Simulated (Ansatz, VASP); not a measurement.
# Two plane-wave programs on BN

```
B N
1.0
     0.00000    1.81300    1.81300
     1.81300    0.00000    1.81300
     1.81300    1.81300    0.00000
B N
1 1
Direct
  0.00000 0.00000 0.00000
  0.75000 0.75000 0.75000
```

Alike in both runs: task single point; functional r2SCAN; k mesh 8 × 8 × 8; occupations gaussian, width 0.1 eV; no spin polarisation.

```csv
,VASP,Ansatz
version,VASP 6.6.1,Ansatz 0.2.0
potentials or method,"VASP PAW PBE potentials, release 64 (B, N), cutoff 660 eV","scalar-relativistic, plane waves, PAW"
valence electrons in the cell,8,8
```

|  | VASP | Ansatz | Ansatz less VASP |
| --- | --- | --- | --- |
| gap on the k mesh at the Fermi level (eV) | 4.97 | 4.99 | +0.020 |
| least direct gap on the mesh (eV) | 9.48 | 9.52 | +0.038 |
| pressure (GPa) | -4.0 | -5.2 | -1.14 |

VASP's potentials were made for PBE, not for r2SCAN.
